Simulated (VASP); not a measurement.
Set up this calculation in VASP 6.6.1, as the native input.

```yaml
Task: single point
Functional: PBE
Potentials_or_basis: VASP PAW PBE potentials, release 64 (Au)
Cutoff: 520 eV
k_mesh: 11 × 11 × 6
Occupations: gaussian, width 0.027 eV
Spin: no spin polarisation
Dipole_correction: no
Further_INCAR_settings: ALGO = Normal; EDIFF = 1e-06; NBANDS = 18
```

The structure of Au lies in POSCAR:

```
Au
1.0
    2.9000000000      0.0000000000      0.0000000000
   -1.4500000000      2.5114736710      0.0000000000
    0.0000000000      0.0000000000      4.8800000000
Au
2
Direct
    0.6666666667      0.3333333333      0.2500000000
    0.3333333333      0.6666666667      0.7500000000
```

This isn't the form of Au at room conditions, which is fcc.

The input as run:

INCAR

```
PREC = Accurate
ENCUT = 520
EDIFF = 1E-6
ISMEAR = 0
SIGMA = 0.027000000000000003
LREAL = False
LASPH = True
NELM = 80
ALGO = Normal
ISIF = 2
LWAVE = False
LCHARG = True
GGA = PE
LELF = True
LVHAR = True
NBANDS = 18
```

KPOINTS

```
regular mesh
0
Gamma
  11 11 6
```

Potentials or basis: VASP PAW PBE potentials, release 64 (Au).

Command:

```bash
$ cat potpaw_PBE.64/Au/POTCAR > POTCAR
$ mpirun -np 1 vasp_std > vasp.out
```

It gave:

```
Pressure               : 1.6 GPa
Band gap on the k mesh : zero (bands 11 and 12 overlap by 6.23 eV)
```

Caveat: spin-orbit coupling is left out, which moves the levels of the heavy elements.

Wall time 29 s on 1 thread of Intel Xeon 8259CL (shared host), peak memory 0.18 GiB.
